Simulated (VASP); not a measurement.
# EuS (Fm-3m) in VASP: further runs

Aim: see how the results for EuS move with the level of theory and the settings. Levels: PBE+U, PBE+D3(BJ)+U. Tasks: single point.

All numbers are computed with VASP 6.6.1; they aren't measurements. Logs are shortened: lines on timing, memory, paths and dates and some standing lists are left out, and cuts for length are marked.

## Step 1: The cell of the first run

Symmetry: Fm-3m, No. 225, cubic system. Conventional cell: a = 5.957 Å, b = 5.957 Å, c = 5.957 Å, α = 90.00°, β = 90.00°, γ = 90.00°. Eu (site symmetry m-3m) has 6 S at 2.98 Å within 3.9 Å. Within 3.9 Å of S (site symmetry m-3m) lie 6 Eu at 2.98 Å.

## Step 2: Single point, PBE+U, collinear spin, ferromagnetic start

Input file INCAR:

```
SYSTEM = EuS
ALGO     = Normal         ! electronic algorithm
EDIFF    = 1E-6           ! SCF threshold, eV
ENCUT    = 600            ! plane-wave cutoff, eV
GGA      = PE             ! functional
GGA_COMPAT= .FALSE.      
ISIF     = 2              ! what is computed and relaxed
ISMEAR   = 0              ! smearing method
ISPIN    = 2              ! spin polarisation
LASPH    = .TRUE.         ! aspherical terms in the spheres
LCHARG   = .TRUE.         ! write CHGCAR
LDAU     = .TRUE.         ! DFT+U
LDAUJ    = 0 0          
LDAUL    = 3 -1           ! shell
LDAUPRINT= 1            
LDAUTYPE = 2            
LDAUU    = 6 0            ! U, eV
LELF     = .TRUE.         ! ELF
LMAXMIX  = 6              ! l up to which the mixer works
LORBIT   = 11             ! projections on sites
LREAL    = .FALSE.        ! projectors in reciprocal space
LVHAR    = .TRUE.       
LWAVE    = .FALSE.        ! write WAVECAR
MAGMOM   = 7 0            ! initial moments
NBANDS   = 22             ! bands
NELM     = 200            ! most SCF steps
PREC     = Accurate       ! precision mode
SIGMA    = 0.05           ! smearing width, eV
```

Input file KPOINTS:

```
k-points
0
G
  4 4 4
  0 0 0
```

Input file POSCAR:

```
EuS
1.0
    0.0000000000      2.9785018670      2.9785018670
    2.9785018670      0.0000000000      2.9785018670
    2.9785018670      2.9785018670      0.0000000000
Eu S
1 1
Direct
    0.5000000000      0.5000000000      0.5000000000
    0.0000000000      0.0000000000      0.0000000000
```

Potentials or basis: VASP PAW PBE potentials, release 64 (Eu, S).

Launch:

```
$ cat potpaw_PBE.64/Eu/POTCAR potpaw_PBE.64/S/POTCAR > POTCAR
$ mpirun -np 1 vasp_std > vasp.out
```

OUTCAR:

```text
SYSTEM = EuS
   EDIFF = 1E-6
   ENCUT = 600
   GGA = PE
   ISIF = 2
   ISMEAR = 0
   ISPIN = 2
   LASPH = .TRUE.
   LORBIT = 11
   LREAL = .FALSE.
   NELM = 200
   PREC = Accurate

 ion  position               nearest neighbor table
   1  0.500  0.500  0.500-   2 2.98   2 2.98   2 2.98   2 2.98   2 2.98   2 2.98
   2  0.000  0.000  0.000-   1 2.98   1 2.98   1 2.98   1 2.98   1 2.98   1 2.98

  LATTYP: Found a face centered cubic cell.
 ALAT       =     5.9570037340

  Lattice vectors:

 A1 = (   0.0000000000,   2.9785018670,   2.9785018670)
 A2 = (   2.9785018670,   0.0000000000,   2.9785018670)
 A3 = (   2.9785018670,   2.9785018670,   0.0000000000)

Analysis of symmetry for initial positions (statically):
=====================================================================
 Subroutine PRICEL returns:
 Original cell was already a primitive cell.

 Routine SETGRP: Setting up the symmetry group for a
 face centered cubic supercell.

 Subroutine GETGRP returns: Found 48 space group operations
 (whereof 48 operations were pure point group operations)
 out of a pool of 48 trial point group operations.

The static configuration has the point symmetry O_h .

Analysis of symmetry for dynamics (positions and initial velocities):
=====================================================================
 Subroutine PRICEL returns:
 Original cell was already a primitive cell.

 Routine SETGRP: Setting up the symmetry group for a
 face centered cubic supercell.

 Subroutine GETGRP returns: Found 48 space group operations
 (whereof 48 operations were pure point group operations)
 out of a pool of 48 trial point group operations.

The dynamic configuration has the point symmetry O_h .

Analysis of structural, dynamic, and magnetic symmetry:
=====================================================================
 Subroutine PRICEL returns:
 Original cell was already a primitive cell.

 Routine SETGRP: Setting up the symmetry group for a
 face centered cubic supercell.

 Subroutine GETGRP returns: Found 48 space group operations
 (whereof 48 operations were pure point group operations)
 out of a pool of 48 trial point group operations.

The overall configuration has the point symmetry O_h .

 Subroutine INISYM returns: Found 48 space group operations
 (whereof 48 operations are pure point group operations),
 and found     1 'primitive' translations

----------------------------------------------------------------------------------------

                                     Primitive cell

  volume of cell :      52.8474

  direct lattice vectors                    reciprocal lattice vectors
     0.000000000  2.978501867  2.978501867    -0.167869628  0.167869628  0.167869628
     2.978501867  0.000000000  2.978501867     0.167869628 -0.167869628  0.167869628
     2.978501867  2.978501867  0.000000000     0.167869628  0.167869628 -0.167869628

  length of vectors
     4.212237736  4.212237736  4.212237736     0.290758725  0.290758725  0.290758725

  position of ions in fractional coordinates (direct lattice)
     0.500000000  0.500000000  0.500000000
     0.000000000  0.000000000  0.000000000

  ion indices of the primitive-cell ions
   primitive index   ion index
                 1           1
                 2           2

----------------------------------------------------------------------------------------

 KPOINTS: k-points

Automatic generation of k-mesh.
 Grid dimensions read from file:
 generate k-points for:    4    4    4

 Generating k-lattice:

[... 66 lines left out ...]
  Fermi-wavevector in a.u.,A,eV,Ry     =   1.240632  2.344454 20.941641  1.539167
  Thomas-Fermi vector in A             =   2.375064
   LORBIT       =     11    0 simple, 1 ext, 2 COOP (PROOUT), +10 PAW based schemes
 LDA+U is selected, type is set to LDAUTYPE =  2
   angular momentum for each species LDAUL =     3   -1
   U (eV)           for each species LDAUU =   6.0  0.0
   J (eV)           for each species LDAUJ =   0.0  0.0
   GGA     = PE    functional components
   LHFCALC =     F    Hartree Fock is set to
   AEXX    =    0.0000 exact exchange contribution
   IVDW    =     0    specifies the selected vdW correction
   LEPSILON=     F    determine dielectric tensor
   LRPA    =     F    only Hartree local field effects (RPA)
 spin polarized calculation
 Gauss-broadening in eV      SIGMA  =   0.05
  energy-cutoff  :      600.00
  volume of cell :       52.85
 maximum number of plane-waves:      1807
 NGX is ok and might be reduce to    36
   NGX = 17   NGY = 17   NGZ = 17

atom =   1  type =  1  l = 3

 onsite density matrix

spin component  1

  0.9754 -0.0000 -0.0007 -0.0000 -0.0000 -0.0000  0.0000
 -0.0000  0.9750 -0.0000  0.0000  0.0000  0.0000  0.0000
 -0.0007 -0.0000  0.9758 -0.0000  0.0000  0.0000  0.0000
 -0.0000  0.0000 -0.0000  0.9749  0.0000 -0.0000  0.0000
 -0.0000  0.0000  0.0000  0.0000  0.9758  0.0000  0.0007
 -0.0000  0.0000  0.0000 -0.0000  0.0000  0.9764 -0.0000
  0.0000  0.0000  0.0000  0.0000  0.0007 -0.0000  0.9754

spin component  2

  0.0018  0.0000  0.0009  0.0000 -0.0000  0.0000 -0.0000
  0.0000  0.0000  0.0000 -0.0000  0.0000 -0.0000  0.0000
  0.0009  0.0000  0.0014  0.0000  0.0000 -0.0000  0.0000
  0.0000 -0.0000  0.0000  0.0025 -0.0000 -0.0000 -0.0000
 -0.0000  0.0000  0.0000 -0.0000  0.0014 -0.0000 -0.0009
  0.0000 -0.0000 -0.0000 -0.0000 -0.0000  0.0007  0.0000
 -0.0000  0.0000  0.0000 -0.0000 -0.0009  0.0000  0.0018

 occupancies and eigenvectors

  o =  0.0000  v =  0.0000  0.0000  0.0000  0.0000  0.0000  0.0000  0.0000 -0.0000  1.0000  0.0000  0.0000 -0.0000  0.0000 -0.0000      0.0000  0.0000  0.0000  0.0000  0.0000  0.0000  0.0000  0.0000  0.0000  0.0000  0.0000  0.0000  0.0000  0.0000
  o =  0.0007  v =  0.0000  0.0000  0.0000  0.0000  0.0000  0.0000  0.0000  0.0004  0.0000 -0.0005 -0.0000 -0.0015 -1.0000 -0.0011      0.0000  0.0000  0.0000  0.0000  0.0000  0.0000  0.0000  0.0000  0.0000  0.0000  0.0000  0.0000  0.0000  0.0000
  o =  0.0007  v =  0.0000  0.0000  0.0000  0.0000  0.0000  0.0000  0.0000  0.0011  0.0000 -0.0014  0.0000  0.7906 -0.0018  0.6124      0.0000  0.0000  0.0000  0.0000  0.0000  0.0000  0.0000  0.0000  0.0000  0.0000  0.0000  0.0000  0.0000  0.0000
  o =  0.0007  v =  0.0000  0.0000  0.0000  0.0000  0.0000  0.0000  0.0000  0.6124  0.0000 -0.7906  0.0000 -0.0014  0.0007 -0.0011      0.0000  0.0000  0.0000  0.0000  0.0000  0.0000  0.0000  0.0000  0.0000  0.0000  0.0000  0.0000  0.0000  0.0000
  o =  0.0025  v =  0.0000  0.0000  0.0000  0.0000  0.0000  0.0000  0.0000 -0.0002  0.0000 -0.0002  0.0008 -0.6124  0.0000  0.7906      0.0000  0.0000  0.0000  0.0000  0.0000  0.0000  0.0000  0.0000  0.0000  0.0000  0.0000  0.0000  0.0000  0.0000
  o =  0.0025  v =  0.0000  0.0000  0.0000  0.0000  0.0000  0.0000  0.0000 -0.7906 -0.0000 -0.6124  0.0031  0.0002  0.0000 -0.0002      0.0000  0.0000  0.0000  0.0000  0.0000  0.0000  0.0000  0.0000  0.0000  0.0000  0.0000  0.0000  0.0000  0.0000
  o =  0.0025  v =  0.0000  0.0000  0.0000  0.0000  0.0000  0.0000  0.0000  0.0025 -0.0000  0.0019  1.0000  0.0005 -0.0000 -0.0006      0.0000  0.0000  0.0000  0.0000  0.0000  0.0000  0.0000  0.0000  0.0000  0.0000  0.0000  0.0000  0.0000  0.0000
  o =  0.9749  v =  0.0009  0.0000  0.0007  0.9981  0.0373  0.0000 -0.0482  0.0000  0.0000  0.0000  0.0000  0.0000  0.0000  0.0000      0.0000  0.0000  0.0000  0.0000  0.0000  0.0000  0.0000  0.0000  0.0000  0.0000  0.0000  0.0000  0.0000  0.0000
  o =  0.9749  v =  0.0151  0.0000  0.0117 -0.0610  0.6111  0.0000 -0.7890  0.0000  0.0000  0.0000  0.0000  0.0000  0.0000  0.0000      0.0000  0.0000  0.0000  0.0000  0.0000  0.0000  0.0000  0.0000  0.0000  0.0000  0.0000  0.0000  0.0000  0.0000
  o =  0.9749  v =  0.7904  0.0000  0.6123  0.0001 -0.0118 -0.0000  0.0152  0.0000  0.0000  0.0000  0.0000  0.0000  0.0000  0.0000      0.0000  0.0000  0.0000  0.0000  0.0000  0.0000  0.0000  0.0000  0.0000  0.0000  0.0000  0.0000  0.0000  0.0000
  o =  0.9750  v =  0.0000 -1.0000  0.0000  0.0000  0.0000  0.0000 -0.0000  0.0000  0.0000  0.0000  0.0000  0.0000  0.0000  0.0000      0.0000  0.0000  0.0000  0.0000  0.0000  0.0000  0.0000  0.0000  0.0000  0.0000  0.0000  0.0000  0.0000  0.0000
  o =  0.9764  v = -0.0003 -0.0000  0.0004  0.0000 -0.0501 -0.9980 -0.0388  0.0000  0.0000  0.0000  0.0000  0.0000  0.0000  0.0000      0.0000  0.0000  0.0000  0.0000  0.0000  0.0000  0.0000  0.0000  0.0000  0.0000  0.0000  0.0000  0.0000  0.0000
  o =  0.9764  v =  0.0027  0.0000 -0.0034 -0.0000  0.7890 -0.0633  0.6111  0.0000  0.0000  0.0000  0.0000  0.0000  0.0000  0.0000      0.0000  0.0000  0.0000  0.0000  0.0000  0.0000  0.0000  0.0000  0.0000  0.0000  0.0000  0.0000  0.0000  0.0000
  o =  0.9764  v =  0.6124  0.0000 -0.7906  0.0000 -0.0035 -0.0002 -0.0027  0.0000  0.0000  0.0000  0.0000  0.0000  0.0000  0.0000      0.0000  0.0000  0.0000  0.0000  0.0000  0.0000  0.0000  0.0000  0.0000  0.0000  0.0000  0.0000  0.0000  0.0000

 number of electron      22.9999997 magnetization       6.9999997

 Free energy of the ion-electron system (eV)
  ---------------------------------------------------
  ext. energy  EPLUGINS =         0.00000000
  ---------------------------------------------------
  free energy    TOTEN  =       -19.12739625 eV

  energy without entropy =      -19.12739625  energy(sigma->0) =      -19.12739625

 E-fermi :   3.4526     XC(G=0):  -9.5500

 val. band max:        3.2470748114   @ k =   0.0000   0.0000   0.0000
 cond. band min:       3.6595647338   @ k =   0.5000   0.5000   0.0000
 fundamental gap:      0.4124899223
 Fermi energy:         3.4526174382

 spin component 1

 k-point     1 :       0.0000    0.0000    0.0000
  band No.  band energies     occupation
      1     -36.3859      1.00000
      2     -15.2710      1.00000
      3     -15.2710      1.00000
      4     -15.2710      1.00000
      5      -9.1479      1.00000
      6       1.2684      1.00000
[... 189 lines left out ...]
     21      11.7123      0.00000
     22      12.5368      0.00000
 Fermi energy:         3.4526174382

 spin component 2

 k-point     1 :       0.0000    0.0000    0.0000
  band No.  band energies     occupation
      1     -33.2477      1.00000
      2     -12.9954      1.00000
      3     -12.9954      1.00000
      4     -12.9954      1.00000
      5      -9.1534      1.00000
      6       1.7519      1.00000
[... 189 lines left out ...]
     21      13.1960      0.00000
     22      13.3650      0.00000

------------------------ aborting loop because EDIFF is reached ----------------------------------------

  FORCE on cell =-STRESS in cart. coord.  units (eV):
  Direction    XX          YY          ZZ          XY          YZ          ZX
  --------------------------------------------------------------------------------------
  -------------------------------------------------------------------------------------
  Total        0.4142783      0.4142783      0.4142783      0.0000000      0.0000000     -0.0000000
  in kB       12.5596979     12.5596979     12.5596979      0.0000000      0.0000000     -0.0000000
  external PRESSURE =      12.5596979 kB  Pullay stress =       0.0000000 kB

 VOLUME and BASIS-vectors are now :
 -----------------------------------------------------------------------------
  energy-cutoff  :      600.00
  volume of cell :       52.85
      direct lattice vectors                 reciprocal lattice vectors
     0.000000000  2.978501867  2.978501867    -0.167869628  0.167869628  0.167869628
     2.978501867  0.000000000  2.978501867     0.167869628 -0.167869628  0.167869628
     2.978501867  2.978501867  0.000000000     0.167869628  0.167869628 -0.167869628

 POSITION                                       TOTAL-FORCE (eV/Angst)
 -----------------------------------------------------------------------------------
      2.97850      2.97850      2.97850         0.000000      0.000000      0.000000
      0.00000      0.00000      0.00000        -0.000000     -0.000000     -0.000000
 -----------------------------------------------------------------------------------
    total drift:                                0.000000      0.000000      0.000000

  FREE ENERGIE OF THE ION-ELECTRON SYSTEM (eV)
  ---------------------------------------------------
  free  energy   TOTEN  =       -19.1273962470 eV

  energy  without entropy=      -19.1273962470  energy(sigma->0) =      -19.12739625

 total charge

# of ion       s       p       d       f       tot
--------------------------------------------------
    1        2.029   5.790   0.242   6.831  14.892
    2        1.316   2.455   0.000   0.000   3.770
--------------------------------------------------
tot          3.345   8.245   0.242   6.831  18.662

 magnetization (x)

# of ion       s       p       d       f       tot
--------------------------------------------------
    1       -0.016  -0.118   0.043   6.812   6.722
    2       -0.006  -0.053   0.000   0.000  -0.059
--------------------------------------------------
tot         -0.022  -0.170   0.043   6.812   6.663
```

Wall time 56 s (1 thread of Intel Xeon Platinum 8124M at 3.00GHz (Skylake/Cascade Lake), shared host); peak memory 0.25 GiB.

What came out:

| Item | Value |
| --- | --- |
| Free energy | -19.1274 eV |
| Pressure | 1.3 GPa |
| Band gap on the k mesh | 0.41 eV (least direct gap 0.68 eV) |
| Net moment | 7.00 μB per cell |
| Site moments | Eu +6.72; S -0.06 μB |
| Valence electrons inside the program's atomic spheres | Eu 14.89; S 3.77 |

Eigenvalues of the final occupation matrices:
```tsv
site	spin	trace	eigenvalues
site 1 f	1	6.83	0.97 0.97 0.97 0.98 0.98 0.98 0.98
site 1 f	2	0.01	0.00 0.00 0.00 0.00 0.00 0.00 0.00
```

Caveat: the k points lie up to 0.46 Å⁻¹ apart; spin-orbit coupling is left out, which moves the levels of the heavy elements; a cell with one magnetic atom can't hold antiferromagnetic order, which such compounds often take. A k mesh can miss the band edges.

## Step 3: Single point, PBE+D3(BJ)+U, collinear spin, ferromagnetic start (24.80 Å³/atom)

This run uses another cell than the first one, of 24.80 Å³/atom.

Input file INCAR:

```
ALGO = Normal ; EDIFF = 1E-6
ENCUT = 600 ; GGA = PE
GGA_COMPAT = F ; ISIF = 2
ISMEAR = 0 ; ISPIN = 2
IVDW = 12 ; LASPH = T
LCHARG = F ; LDAU = T
LDAUJ = 0 0 ; LDAUL = 3 -1
LDAUPRINT = 1 ; LDAUTYPE = 2
LDAUU = 6 0 ; LMAXMIX = 6
LORBIT = 11 ; LREAL = F
LWAVE = F ; MAGMOM = 7.52 -0.07
NBANDS = 22 ; NELM = 200
PREC = Accurate ; SIGMA = 0.05
```

Input file KPOINTS:

```
k-points
0
Gamma
  8 8 8
```

Input file POSCAR:

```
EuS
1.0
    0.0000000000      2.9163385979      2.9163385979
    2.9163385979      0.0000000000      2.9163385979
    2.9163385979      2.9163385979      0.0000000000
Eu S
1 1
Direct
    0.5000000000      0.5000000000      0.5000000000
    0.0000000000      0.0000000000      0.0000000000
```

Potentials or basis: VASP PAW PBE potentials, release 64 (Eu, S).

Launch:

```
$ cat potpaw_PBE.64/Eu/POTCAR potpaw_PBE.64/S/POTCAR > POTCAR
$ mpirun -np 1 vasp_std > vasp.out
```

Run time: 2.1 min. Hardware: 1 thread of Intel Xeon Platinum 8124M at 3.00GHz (Skylake/Cascade Lake), shared host; peak memory 0.29 GiB.

The run converged. Its results:

* Free energy: -19.7895 eV
* Pressure: 2.4 GPa
* Band gap on the k mesh: 0.07 eV (least direct gap 0.37 eV)
* Net moment: 7.00 μB per cell
* Site moments: Eu +6.71; S -0.07 μB
* Valence electrons inside the program's atomic spheres: Eu 14.92; S 3.79
* Dispersion energy per atom: -0.352 eV

Levels at points of the mesh, in eV from the valence-band top:
Spin up:
```csv
k point,band 13,band 14,band 15,band 16,band 17,band 18
"(0.00, 0.00, 0.00)",0.00,0.00,0.00,2.14,2.14,2.14
"(0.50, 0.00, 0.00)",-0.67,-0.64,-0.63,4.10,4.57,5.04
"(0.50, 0.50, 0.00)",-0.66,-0.30,-0.30,0.07,4.34,4.66
```
Spin down:
| k point | band 4 | band 5 | band 6 | band 7 | band 8 | band 9 | band 10 | band 11 | band 12 | band 13 |
| --- | --- | --- | --- | --- | --- | --- | --- | --- | --- | --- |
| (0.00, 0.00, 0.00) | -16.27 | -12.73 | -1.65 | -1.65 | -1.65 | 2.71 | 2.80 | 2.80 | 2.80 | 3.82 |
| (0.50, 0.00, 0.00) | -16.31 | -11.46 | -4.43 | -2.97 | -2.97 | 4.24 | 5.28 | 6.04 | 6.04 | 7.41 |
| (0.50, 0.50, 0.00) | -16.45 | -12.37 | -2.80 | -2.00 | -2.00 | 0.62 | 5.19 | 5.29 | 7.00 | 7.42 |

Eigenvalues of the final occupation matrices:
| site | spin | trace | eigenvalues |
| --- | --- | --- | --- |
| site 1 f | 1 | 6.81 | 0.97 0.97 0.97 0.97 0.97 0.97 0.97 |
| site 1 f | 2 | 0.01 | 0.00 0.00 0.00 0.00 0.00 0.00 0.00 |

Caveat: three body term missing; spin-orbit coupling is left out, which moves the levels of the heavy elements; a cell with one magnetic atom can't hold antiferromagnetic order, which such compounds often take. The state reached can hang on the start; a lower one may exist.

## Step 4: Single point, PBE+D3(BJ)+U, collinear spin, ferromagnetic start (25.32 Å³/atom)

This run uses another cell than the first one, of 25.32 Å³/atom.

Input file INCAR:

```
ALGO = Normal
EDIFF = 1E-6
ENCUT = 600
GGA = PE
GGA_COMPAT = F
ISIF = 2
ISMEAR = 0
ISPIN = 2
IVDW = 12
LASPH = T
LCHARG = F
LDAU = T
LDAUJ = 0 0
LDAUL = 3 -1
LDAUPRINT = 1
LDAUTYPE = 2
LDAUU = 6 0
LMAXMIX = 6
LORBIT = 11
LREAL = F
LWAVE = F
MAGMOM = 7.53 -0.07
NBANDS = 22
NELM = 200
PREC = Accurate
SIGMA = 0.05
```

KPOINTS is that of step 3.

Input file POSCAR:

```
EuS
1.0
    0.0000000000      2.9364519135      2.9364519135
    2.9364519135      0.0000000000      2.9364519135
    2.9364519135      2.9364519135      0.0000000000
Eu S
1 1
Direct
    0.5000000000      0.5000000000      0.5000000000
    0.0000000000      0.0000000000      0.0000000000
```

Launch:

```
$ cat potpaw_PBE.64/Eu/POTCAR potpaw_PBE.64/S/POTCAR > POTCAR
$ mpirun -np 1 vasp_std > vasp.out
```

Wall time 2.1 min (1 thread of Intel Xeon Platinum 8124M at 3.00GHz (Skylake/Cascade Lake), shared host); peak memory 0.3 GiB.

The run converged. Its results:

```yaml
Free_energy: -19.8009 eV
Pressure: 1.2 GPa
Band_gap_on_the_k_mesh: 0.19 eV (least direct gap 0.48 eV)
Net_moment: 7.00 μB per cell
Site_moments: Eu +6.71; S -0.07 μB
Valence_electrons_inside_the_program's_atomic_spheres: Eu 14.91; S 3.78
Dispersion_energy_per_atom: -0.345 eV
```

Levels at points of the mesh, in eV from the valence-band top:
Spin up:
```tsv
k point	band 11	band 12	band 13	band 14	band 15	band 16	band 17	band 18	band 19	band 20
(0.00, 0.00, 0.00)	-0.61	-0.61	0.00	0.00	0.00	2.16	2.21	2.21	2.21	3.13
(0.50, 0.00, 0.00)	-0.74	-0.65	-0.65	-0.62	-0.61	4.10	4.55	5.03	5.03	7.86
(0.50, 0.50, 0.00)	-0.67	-0.67	-0.64	-0.29	-0.29	0.19	4.36	4.59	5.98	6.17
```
Spin down:
| k point | band 4 | band 5 | band 6 | band 7 | band 8 | band 9 | band 10 | band 11 | band 12 | band 13 |
| --- | --- | --- | --- | --- | --- | --- | --- | --- | --- | --- |
| (0.00, 0.00, 0.00) | -16.26 | -12.62 | -1.60 | -1.60 | -1.60 | 2.63 | 2.86 | 2.86 | 2.86 | 3.87 |
| (0.50, 0.00, 0.00) | -16.29 | -11.43 | -4.32 | -2.88 | -2.88 | 4.24 | 5.25 | 6.02 | 6.02 | 7.43 |
| (0.50, 0.50, 0.00) | -16.42 | -12.27 | -2.75 | -1.96 | -1.96 | 0.72 | 5.21 | 5.21 | 6.93 | 7.37 |

Eigenvalues of the final occupation matrices:
```
    site  spin  trace                         eigenvalues
site 1 f     1   6.82  0.97 0.97 0.97 0.97 0.97 0.97 0.97
site 1 f     2   0.01  0.00 0.00 0.00 0.00 0.00 0.00 0.00
```

Caveat: three body term missing; spin-orbit coupling is left out, which moves the levels of the heavy elements; a cell with one magnetic atom can't hold antiferromagnetic order, which such compounds often take. A k mesh can miss the band edges.

(Part 1 of 2 ends here.)
